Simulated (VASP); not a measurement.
Write the native input for VASP 6.6.1 that does the following.

```yaml
Task: single point
Functional: r2SCAN
Potentials_or_basis: VASP PAW PBE potentials, release 64 (N, Zn, O)
Cutoff: 520 eV
k_mesh: 4 × 4 × 5, shifted
Occupations: fermi-dirac, width 0.0894 eV
Spin: no spin polarisation
Dipole_correction: no
Further_INCAR_settings: ALGO = Normal; EDIFF = 1e-06; NBANDS = 51
```

The system is Zn2N2O.

```
CELL_PARAMETERS angstrom
-2.74161 2.74276 3.39023
2.77276 -2.81935 3.47734
2.77093 2.84867 -3.45215
ATOMIC_POSITIONS crystal
N 0.33993 0.83545 0.16349
N 0.89460 0.70819 0.55149
N 0.68023 0.14463 0.84349
N 0.15636 0.35009 0.50764
Zn 0.90010 0.39804 0.27394
Zn 0.40794 0.13669 0.50488
Zn 0.14941 0.65684 0.78375
Zn 0.61499 0.86815 0.49288
O 0.24496 0.25099 0.99335
O 0.75771 0.76357 0.00046
```

These files were run (other wordings do the same):

POSCAR

```
Zn2N2O
1.0
   -2.7416119500      2.7427565300      3.3902339100
    2.7727645000     -2.8193513600      3.4773361100
    2.7709256100      2.8486650100     -3.4521524900
N Zn O
4 4 2
Direct
    0.3399260000      0.8354480000      0.1634870000
    0.8945980000      0.7081920000      0.5514930000
    0.6802270000      0.1446310000      0.8434910000
    0.1563640000      0.3500860000      0.5076390000
    0.9001040000      0.3980440000      0.2739440000
    0.4079390000      0.1366940000      0.5048830000
    0.1494100000      0.6568410000      0.7837550000
    0.6149950000      0.8681490000      0.4928750000
    0.2449620000      0.2509940000      0.9933510000
    0.7577110000      0.7635720000      0.0004610000
```

INCAR.step1

```
PREC = Accurate ; ENCUT = 520
ISMEAR = -1 ; SIGMA = 0.0894
LREAL = F ; LASPH = T
NELM = 100 ; NBANDS = 51
GGA = PE ; ALGO = Normal
EDIFF = 1E-4 ; LWAVE = T
LCHARG = F
```

INCAR.step2

```
PREC = Accurate ; ENCUT = 520
EDIFF = 1E-6 ; ISMEAR = -1
SIGMA = 0.0894 ; LREAL = F
LASPH = T ; NELM = 100
ALGO = Normal ; ISIF = 2
LWAVE = F ; LCHARG = F
METAGGA = R2SCAN ; LMIXTAU = T
NBANDS = 51 ; ISTART = 1
```

KPOINTS

```
Automatic mesh
0
Gamma
  4 4 5
  0 0.5 0.5
```

Potentials or basis: VASP PAW PBE potentials, release 64 (N, Zn, O).

Command:

```bash
$ cat potpaw_PBE.64/N/POTCAR potpaw_PBE.64/Zn/POTCAR potpaw_PBE.64/O/POTCAR > POTCAR
$ cp INCAR.step1 INCAR
$ mpirun -np 1 vasp_std > vasp.out
$ cp INCAR.step2 INCAR
$ mpirun -np 1 vasp_std > vasp.out
```

It gave:

- Pressure: 87.9 GPa
- Largest force: 16.814 eV/Å
- Band gap on the k mesh: zero (bands 40 and 41 overlap by 0.36 eV)

Caveat: the stress differs along the axes, from 3 to 143 GPa; the PAW data sets were made with another functional, which shifts forces and pressure a little.

It took 14 min on 1 thread of Intel(R) Xeon(R) Platinum 8259CL CPU @ 2.50GHz (Skylake/Cascade Lake), on a shared host, peak memory 0.36 GiB.
